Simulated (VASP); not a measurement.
ReS, 2 atoms in the cell. Symmetry: Fm-3m, No. 225, cubic system. The conventional cell has a = 4.963 Å, b = 4.963 Å, c = 4.963 Å, α = 90.00°, β = 90.00°, γ = 90.00°. Within 3.3 Å of Re (site symmetry m-3m) lie 6 S at 2.48 Å. S (site symmetry m-3m) has 6 Re at 2.48 Å within 3.3 Å. 

```yaml
Program: VASP 6.6.1
Task: single point
Functional: r2SCAN
Potentials_or_basis: VASP PAW PBE potentials, release 64 (Re, S)
Cutoff: 520 eV
k_mesh: 8 × 8 × 8
Occupations: gaussian, width 0.1 eV
Spin: collinear spin
Starting_moments: "[1.01, 0.0] μB"
Dipole_correction: no
Further_INCAR_settings: ALGO = Normal; EDIFF = 1e-07; NBANDS = 18
```

Potentials or basis: VASP PAW PBE potentials, release 64 (Re, S).

Run with:

```bash
$ cat potpaw_PBE.64/Re/POTCAR potpaw_PBE.64/S/POTCAR > POTCAR
$ cp INCAR.step1 INCAR
$ mpirun -np 1 vasp_std > vasp.out
$ cp INCAR.step2 INCAR
$ mpirun -np 1 vasp_std > vasp.out
```

Hardware: 1 thread of Intel Xeon 8259CL, on a shared host.

Problem. Estimate the wall time of this run.

Solution. Run time: 6.1 min on 1 thread of Intel Xeon 8259CL, with other jobs on the host, peak memory 0.2 GiB. Counts: k points 29.
